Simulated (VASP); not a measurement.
# NbC7 (P-3m1) in VASP: notebook, part 2 of 3

VASP 6.6.1. Earlier steps stand in the parts before.

## 3. Relaxation of cell and atoms, PBE

This run uses another cell than the first one, of 12.61 Å³/atom.

INCAR

```
PREC = Accurate ; ENCUT = 600
EDIFF = 1E-6 ; ISMEAR = 0
SIGMA = 0.2 ; LREAL = Auto
LASPH = T ; NELM = 80
ALGO = Normal ; ISIF = 3
LWAVE = F ; LCHARG = F
GGA = PE ; IBRION = 2
NSW = 36 ; EDIFFG = -0.08
```

KPOINTS

```
Automatic mesh
0
Gamma
  4 4 2
```

POSCAR

```
NbC7
1.0
    4.3000000000      0.0000000000      0.0000000000
   -2.1500000000      3.7239092400      0.0000000000
    0.0000000000      0.0000000000     12.6000000000
Nb C
2 14
Direct
    0.3333333300      0.6666666700      0.0950000000
    0.6666666700      0.3333333300      0.9050000000
    0.3333333300      0.6666666700      0.9050000000
    0.6666666700      0.3333333300      0.0950000000
    0.3333200000      0.3333300000      0.3650000000
    0.0000100000      0.3333300000      0.3650000000
    0.6666700000      0.9999900000      0.3650000000
    0.3333200000      0.9999900000      0.3650000000
    0.6666700000      0.6666800000      0.3650000000
    0.0000100000      0.6666800000      0.3650000000
    0.9999900000      0.3333200000      0.6350000000
    0.6666800000      0.0000100000      0.6350000000
    0.3333300000      0.3333200000      0.6350000000
    0.3333300000      0.0000100000      0.6350000000
    0.6666800000      0.6666700000      0.6350000000
    0.9999900000      0.6666700000      0.6350000000
```

Potentials or basis: VASP PAW PBE potentials, release 64 (Nb_sv, C).

Started as:

```sh
> cat potpaw_PBE.64/Nb_sv/POTCAR potpaw_PBE.64/C/POTCAR > POTCAR
> mpirun -np 1 vasp_std > vasp.out
```

OUTCAR:

```text
PREC = Accurate
   ENCUT = 600
   EDIFF = 1E-6
   ISMEAR = 0
   LREAL = Auto
   LASPH = T
   NELM = 80
   ISIF = 3
   GGA = PE
   IBRION = 2
   NSW = 36
   EDIFFG = -0.08

 ion  position               nearest neighbor table
   1  0.333  0.667  0.095-   3 2.39   4 2.48   4 2.48   4 2.48
   2  0.667  0.333  0.905-   4 2.39   3 2.48   3 2.48   3 2.48
   3  0.333  0.667  0.905-   1 2.39   2 2.48   2 2.48   2 2.48
   4  0.667  0.333  0.095-   2 2.39   1 2.48   1 2.48   1 2.48
   5  0.333  0.333  0.365-   6 1.43   8 1.43   9 1.43
   6  0.000  0.333  0.365-   5 1.43   7 1.43  10 1.43
   7  0.667  1.000  0.365-   9 1.43   6 1.43   8 1.43
   8  0.333  1.000  0.365-  10 1.43   5 1.43   7 1.43
   9  0.667  0.667  0.365-   7 1.43  10 1.43   5 1.43
  10  0.000  0.667  0.365-   8 1.43   9 1.43   6 1.43
  11  1.000  0.333  0.635-  12 1.43  13 1.43  16 1.43
  12  0.667  0.000  0.635-  11 1.43  15 1.43  14 1.43
  13  0.333  0.333  0.635-  14 1.43  11 1.43  15 1.43
  14  0.333  0.000  0.635-  13 1.43  16 1.43  12 1.43
  15  0.667  0.667  0.635-  16 1.43  12 1.43  13 1.43
  16  1.000  0.667  0.635-  15 1.43  14 1.43  11 1.43

  LATTYP: Found a hexagonal cell.
 ALAT       =     4.3000000000
 C/A-ratio  =     2.9302325581

  Lattice vectors:

 A1 = (   4.3000000000,   0.0000000000,   0.0000000000)
 A2 = (  -2.1500000000,   3.7239092400,   0.0000000000)
 A3 = (   0.0000000000,   0.0000000000,  12.6000000000)

Analysis of symmetry for initial positions (statically):
=====================================================================
 Subroutine PRICEL returns:
 Original cell was already a primitive cell.

 Routine SETGRP: Setting up the symmetry group for a
 hexagonal supercell.

 Subroutine GETGRP returns: Found 12 space group operations
 (whereof 12 operations were pure point group operations)
 out of a pool of 24 trial point group operations.

The static configuration has the point symmetry D_3d.

Analysis of symmetry for dynamics (positions and initial velocities):
=====================================================================
 Subroutine PRICEL returns:
 Original cell was already a primitive cell.

 Routine SETGRP: Setting up the symmetry group for a
 hexagonal supercell.

 Subroutine GETGRP returns: Found 12 space group operations
 (whereof 12 operations were pure point group operations)
 out of a pool of 24 trial point group operations.

The dynamic configuration has the point symmetry D_3d.

 Subroutine INISYM returns: Found 12 space group operations
 (whereof 12 operations are pure point group operations),
 and found     1 'primitive' translations

----------------------------------------------------------------------------------------

                                     Primitive cell

  volume of cell :     201.7614

  direct lattice vectors                    reciprocal lattice vectors
     4.300000000  0.000000000  0.000000000     0.232558140  0.134267504  0.000000000
    -2.150000000  3.723909240  0.000000000     0.000000000  0.268535009  0.000000000
     0.000000000  0.000000000 12.600000000     0.000000000  0.000000000  0.079365079

  length of vectors
     4.300000000  4.300000003 12.600000000     0.268535009  0.268535009  0.079365079

  position of ions in fractional coordinates (direct lattice)
     0.333333330  0.666666670  0.095000000
     0.666666670  0.333333330  0.905000000
     0.333333330  0.666666670  0.905000000
     0.666666670  0.333333330  0.095000000
     0.333320000  0.333330000  0.365000000
     0.000010000  0.333330000  0.365000000
[... 8 lines left out ...]
     0.666680000  0.666670000  0.635000000
[... 67 lines left out ...]
   ISTART =      0    job   : 0-new  1-cont  2-samecut
   ICHARG =      2    charge: 1-file 2-atom 10-const
   ISPIN  =      1    spin polarized calculation?
   LNONCOLLINEAR =      F non collinear calculations
   LSORBIT =      F    spin-orbit coupling
   LASPH  =      T    aspherical Exc in radial PAW
   ENCUT  =  600.0 eV  44.10 Ry    6.64 a.u.   8.59  8.59 25.17*2*pi/ulx,y,z
   NELM   =     80;   NELMIN=  2; NELMDL= -5     # of ELM steps
   EDIFF  = 0.1E-05   stopping-criterion for ELM
   LREAL  =      T    real-space projection
   EDIFFG = -.8E-01   stopping-criterion for IOM
   NSW    =     36    number of steps for IOM
   IBRION =      2    ionic relax: 0-MD 1-quasi-New 2-CG
   NFREE  =      1    steps in history (QN), initial steepest desc. (CG)
   ISIF   =      3    stress and relaxation
   ISYM   =      2    0-nonsym 1-usesym 2-fastsym
   POTIM  = 0.5000    time-step for ionic-motion
   TEBEG  =    0.0;   TEEND  =   0.0 temperature during run
   PSTRESS=    0.0 pullay stress
   NELECT =      82.0000    total number of electrons
   NUPDOWN=      -1.0000    fix difference up-down
   EMIN   =  10.00;   EMAX   =-10.00  energy-range for DOS
   EFERMI =   0.00;   METHOD = LEGACY
   ISMEAR =     0;   SIGMA  =   0.20  broadening in eV -4-tet -1-fermi 0-gaus
   EFERMI_NEDOS =   21; number of points for ismear=-14 and -15
   IALGO  =     38    algorithm
   IMIX   =      4    mixing-type and parameters
     AMIX     =   0.40;   BMIX     =  1.00
     AMIX_MAG =   1.60;   BMIX_MAG =  1.00
  volume/ion in A,a.u.               =      12.61        85.10
  Fermi-wavevector in a.u.,A,eV,Ry     =   1.212644  2.291565 20.007450  1.470506
  Thomas-Fermi vector in A             =   2.348122
   LORBIT       =      0    0 simple, 1 ext, 2 COOP (PROOUT), +10 PAW based schemes
   GGA     = PE    functional components
   LHFCALC =     F    Hartree Fock is set to
   AEXX    =    0.0000 exact exchange contribution
   IVDW    =     0    specifies the selected vdW correction
   LEPSILON=     F    determine dielectric tensor
   LRPA    =     F    only Hartree local field effects (RPA)
 conjugate gradient relaxation of ions
 non-spin polarized calculation
 Gauss-broadening in eV      SIGMA  =   0.20
  energy-cutoff  :      600.00
  volume of cell :      201.76
 maximum number of plane-waves:      6782
 NGX is ok and might be reduce to    36
   NGX = 17   NGY = 17   NGZ = 51

--------------------------------------- Ionic step        1  -------------------------------------------

 number of electron      81.9999998 magnetization

 Free energy of the ion-electron system (eV)
  ---------------------------------------------------
  ext. energy  EPLUGINS =         0.00000000
  ---------------------------------------------------
  free energy    TOTEN  =      -142.58685237 eV

  energy without entropy =     -142.42673720  energy(sigma->0) =     -142.50679479

------------------------ aborting loop because EDIFF is reached ----------------------------------------

  FORCE on cell =-STRESS in cart. coord.  units (eV):
  Direction    XX          YY          ZZ          XY          YZ          ZX
  --------------------------------------------------------------------------------------
  -------------------------------------------------------------------------------------
  Total      -25.6413601    -25.6413601    -13.1563043      0.0000000     -0.0000000     -0.0000000
  in kB     -203.6167736   -203.6167740   -104.4735627      0.0000000     -0.0000000     -0.0000000
  external PRESSURE =    -170.5690368 kB  Pullay stress =       0.0000000 kB
[... 131 lines left out ...]
  FREE ENERGIE OF THE ION-ELECTRON SYSTEM (eV)
  ---------------------------------------------------
  free  energy   TOTEN  =      -144.1767157198 eV

  energy  without entropy=     -144.0459508389  energy(sigma->0) =     -144.11133328

 E-fermi :   5.4061     XC(G=0): -10.0036

 val. band max:        5.4055635944   @ k =   0.5000   0.0000   0.5000
 cond. band min:       5.4230257737   @ k =   0.2500   0.2500   0.5000
 fundamental gap:      0.0174621793
 Fermi energy:         5.4061474356

 k-point     1 :       0.0000    0.0000    0.0000
  band No.  band energies     occupation
      1     -50.5199      2.00000
      2     -50.4472      2.00000
      3     -26.7804      2.00000
      4     -26.6275      2.00000
      5     -26.6275      2.00000
      6     -26.5436      2.00000
[... 413 lines left out ...]
     49       8.5949      0.00000
     50       8.7990      0.00000

[... ionic steps 4 to 18 ...]

--------------------------------------- Ionic step       19  -------------------------------------------

 number of electron      81.9999996 magnetization

------------------------ aborting loop because EDIFF is reached ----------------------------------------
[... 95 lines left out ...]
--------------------------------------- Ionic step       21  -------------------------------------------

 number of electron      81.9999996 magnetization

 Free energy of the ion-electron system (eV)
  ---------------------------------------------------
  ext. energy  EPLUGINS =         0.00000000
  ---------------------------------------------------
  free energy    TOTEN  =      -145.44381599 eV

  energy without entropy =     -145.33978338  energy(sigma->0) =     -145.39179969

 E-fermi :   4.8387     XC(G=0):  -9.6746

 val. band max:        4.8224289043   @ k =   0.2500   0.2500   0.5000
 cond. band min:       4.8409784523   @ k =   0.5000   0.0000   0.0000
 fundamental gap:      0.0185495480
 Fermi energy:         4.8386651406

 k-point     1 :       0.0000    0.0000    0.0000
  band No.  band energies     occupation
      1     -51.0621      2.00000
      2     -50.9885      2.00000
      3     -27.3059      2.00000
      4     -27.1693      2.00000
      5     -27.1693      2.00000
      6     -27.0697      2.00000
[... 456 lines left out ...]
  FREE ENERGIE OF THE ION-ELECTRON SYSTEM (eV)
  ---------------------------------------------------
  free  energy   TOTEN  =      -145.4438159944 eV

  energy  without entropy=     -145.3397833844  energy(sigma->0) =     -145.39179969

 reached required accuracy - stopping structural energy minimisation
```

It took 36 min on 1 thread of Intel Xeon Platinum 8488C (Sapphire Rapids), shared host; peak memory 0.42 GiB.

Results:

* Free energy: -145.4438 eV
* Relaxed volume: 12.17 Å³/atom
* Relaxed cell: a = 4.210 Å, b = 4.210 Å, c = 12.692 Å, α = 90.00°, β = 90.00°, γ = 120.00°
* Space group after relaxing (to 0.1 Å): P-3m1 (No. 164)
* Energy gained by relaxing: 178.6 meV/atom
* Ionic steps: 21
* Pressure after relaxing: -0.3 GPa
* Largest force after relaxing: 0.072 eV/Å
* Band gap on the k mesh: zero (bands 41 and 42 overlap by 0.33 eV)

Forces in eV/Å, atoms in the order of the input:
```
Nb   0.000  0.000  0.062
Nb   0.000  0.000 -0.062
C    0.000  0.000  0.072
C    0.000  0.000 -0.072
C   -0.022  0.007 -0.030
C    0.022  0.007 -0.030
C    0.005 -0.023 -0.030
C   -0.005 -0.023 -0.030
C   -0.017  0.015 -0.030
C    0.017  0.015 -0.030
C   -0.017 -0.015  0.030
C    0.005  0.023  0.030
C    0.017 -0.015  0.030
C   -0.005  0.023  0.030
C    0.022 -0.007  0.030
C   -0.022 -0.007  0.030
```

Stress tensor (GPa, compression positive):
```
-0.22  0.00  0.00
 0.00 -0.22  0.00
 0.00  0.00 -0.35
```

The path:
```
step  energy change (eV)  largest force (eV/Å)  pressure (GPa)  volume (Å³)
   1              0.0000                3.9226          -17.06       201.76
   2              0.7522                0.8710           39.27       164.96
   3             -1.5899                3.0978            2.99       183.77
   4             -2.5635                1.9246            7.02       179.82
   5             -2.6285                0.6531            5.58       180.50
   6             -2.5959                0.6537           -6.76       189.34
   7             -2.7324                0.6510           -0.49       184.55
   8             -2.7673                0.2480           -0.04       184.83
   9             -2.7799                0.1940            0.45       185.11
  10             -2.7886                0.3905            0.09       186.06
  11             -2.7895                0.2583            0.16       185.83
  12             -2.8010                0.3887            0.11       186.70
  13             -2.8033                0.4718            0.08       187.26
  14             -2.8093                0.4301            0.10       187.61
  15             -2.8246                0.3032            0.19       188.65
  16             -2.8441                0.0997            0.37       190.73
  17             -2.8420                0.5404            0.86       194.88
  18             -2.8493                0.2444            0.60       192.71
  19             -2.8551                0.1821           -0.17       194.62
  20             -2.8551                0.1851           -0.14       194.53
  21             -2.8570                0.0718           -0.26       194.80
```

Final structure:
```xyz
16
Lattice="4.2098 0.0000 0.0000 -2.1049 3.6458 0.0000 0.0000 0.0000 12.6920" Properties=species:S:1:pos:R:3 pbc="T T T"
Nb    0.0000    2.4305    0.9349
Nb    2.1049    1.2153   11.7571
C     0.0000    2.4305   11.7110
C     2.1049    1.2153    0.9810
C     0.7015    1.2157    4.5250
C    -0.7015    1.2157    4.5250
C     0.7013    3.6455    4.5250
C    -0.7013    3.6455    4.5250
C     1.4028    2.4304    4.5250
C    -1.4028    2.4304    4.5250
C     3.5077    1.2154    8.1670
C     2.8062    0.0004    8.1670
C     0.7021    1.2154    8.1670
C     1.4036    0.0004    8.1670
C     1.4034    2.4301    8.1670
C     2.8064    2.4301    8.1670
```

Caveat: the k points lie up to 0.43 Å⁻¹ apart in the final cell; this functional lacks dispersion, which binds layers or chains, so the pressure and a relaxed spacing across them are unreliable; the relaxation stopped at a loose force limit of 0.08 eV/Å, so its end isn't a converged minimum.

[end of part 2 of 3]

The gap in the log of VASP goes by the Fermi energy; the results here count the filled bands.